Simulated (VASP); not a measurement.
Input of a VASP 6.6.1 run:

File POSCAR:

```
Hg
1.0
   -1.9540079316      1.9540079316      1.9540079316
    1.9540079316     -1.9540079316      1.9540079316
    1.9540079316      1.9540079316     -1.9540079316
Hg
1
Direct
    0.0000000000      0.0000000000      0.0000000000
```

INCAR.step1

```
PREC     = Accurate       # precision mode
ENCUT    = 550            # plane-wave cutoff, eV
ISMEAR   = -1             # smearing method
SIGMA    = 0.1            # smearing width, eV
LREAL    = F              # projectors in reciprocal space
LASPH    = T              # aspherical terms in the spheres
NELM     = 120            # most SCF steps
NBANDS   = 12             # bands
GGA      = PE             # functional
ALGO     = Normal         # electronic algorithm
EDIFF    = 1E-5           # SCF threshold, eV
LWAVE    = T              # write WAVECAR
LCHARG   = F              # write CHGCAR
GGA_COMPAT= F
```

Contents of INCAR.step2:

```
PREC     = Accurate       # precision mode
ENCUT    = 550            # plane-wave cutoff, eV
EDIFF    = 1E-6           # SCF threshold, eV
ISMEAR   = -1             # smearing method
SIGMA    = 0.1            # smearing width, eV
LREAL    = F              # projectors in reciprocal space
LASPH    = T              # aspherical terms in the spheres
NELM     = 120            # most SCF steps
ALGO     = Normal         # electronic algorithm
ISIF     = 2              # what is computed and relaxed
LWAVE    = F              # write WAVECAR
LCHARG   = F              # write CHGCAR
METAGGA  = R2SCAN         # meta-GGA
LMIXTAU  = T            
NBANDS   = 12             # bands
ISTART   = 1            
GGA_COMPAT= F
```

Contents of KPOINTS:

```
regular mesh
0
Gamma
  13 13 13
```

Potentials or basis: VASP PAW PBE potentials, release 64 (Hg).

Run with:

```sh
$ cat potpaw_PBE.64/Hg/POTCAR > POTCAR
$ cp INCAR.step1 INCAR
$ mpirun -np 1 vasp_std > vasp.out
$ cp INCAR.step2 INCAR
$ mpirun -np 1 vasp_std > vasp.out
```

(1) Estimate the band gap on the k mesh.

(2) Predict the pressure.

Answers

(1) zero (bands 6 and 7 overlap by 1.38 eV).

(2) -1.2 GPa.

Caveat: the PAW data sets were made with another functional, which shifts forces and pressure a little; spin-orbit coupling is left out, which moves the levels of the heavy elements.
